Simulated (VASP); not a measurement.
Here is a VASP 6.6.1 calculation.

POSCAR

```
MnS
1.0
    0.0000000000      2.8903843233      2.8903843233
    2.8903843233      0.0000000000      2.8903843233
    2.8903843233      2.8903843233      0.0000000000
Mn S
1 1
Direct
    0.0000000000      0.0000000000      0.0000000000
    0.2500000000      0.2500000000      0.2500000000
```

The input INCAR.step1:

```
SYSTEM = MnS
PREC = Accurate
ENCUT = 520
ISMEAR = -1
SIGMA = 0.1
LREAL = .FALSE.
LASPH = .TRUE.
NELM = 150
ISPIN = 2
MAGMOM = 4 0
LMAXMIX = 4
LDAU = .TRUE.
LDAUTYPE = 1
LDAUL = 2 -1
LDAUU = 3.9 0
LDAUJ = 0.9 0
NBANDS = 20
GGA = PE
ALGO = Normal
EDIFF = 1E-4
LWAVE = .TRUE.
LCHARG = .FALSE.
```

The input INCAR.step2:

```
SYSTEM = MnS
PREC = Accurate
ENCUT = 520
EDIFF = 1E-6
ISMEAR = -1
SIGMA = 0.1
LREAL = .FALSE.
LASPH = .TRUE.
NELM = 150
ALGO = Normal
ISIF = 2
LWAVE = .FALSE.
LCHARG = .TRUE.
ISPIN = 2
MAGMOM = 4 0
LORBIT = 11
LMAXMIX = 4
LDAU = .TRUE.
LDAUTYPE = 1
LDAUL = 2 -1
LDAUU = 3.9 0
LDAUJ = 0.9 0
LDAUPRINT = 1
METAGGA = R2SCAN
LMIXTAU = .TRUE.
LELF = .TRUE.
LVHAR = .TRUE.
NBANDS = 20
ISTART = 1
```

KPOINTS

```
regular mesh
0
G
  9 9 9
  0 0 0
```

Potentials or basis: VASP PAW PBE potentials, release 64 (Mn_pv, S).

Launch:

```console
$ cat potpaw_PBE.64/Mn_pv/POTCAR potpaw_PBE.64/S/POTCAR > POTCAR
$ cp INCAR.step1 INCAR
$ mpirun -np 1 vasp_std > vasp.out
$ cp INCAR.step2 INCAR
$ mpirun -np 1 vasp_std > vasp.out
```

Problem. What does it give for the band gap on the k mesh?

Solution. 1.59 eV.

Problem. What does it give for the net moment?

Solution. 5.00 μB per cell.

Problem. Predict the site moments.

Solution. Mn +4.62; S +0.01 μB.

Eigenvalues of the final occupation matrices:
```csv
site,spin,trace,eigenvalues
site 1 d,1,4.70,0.94 0.94 0.94 0.94 0.94
site 1 d,2,0.16,0.01 0.01 0.05 0.05 0.05
```

Caveat: a cell with one magnetic atom can't hold antiferromagnetic order, which such compounds often take. The state reached can hang on the start; a lower one may exist.
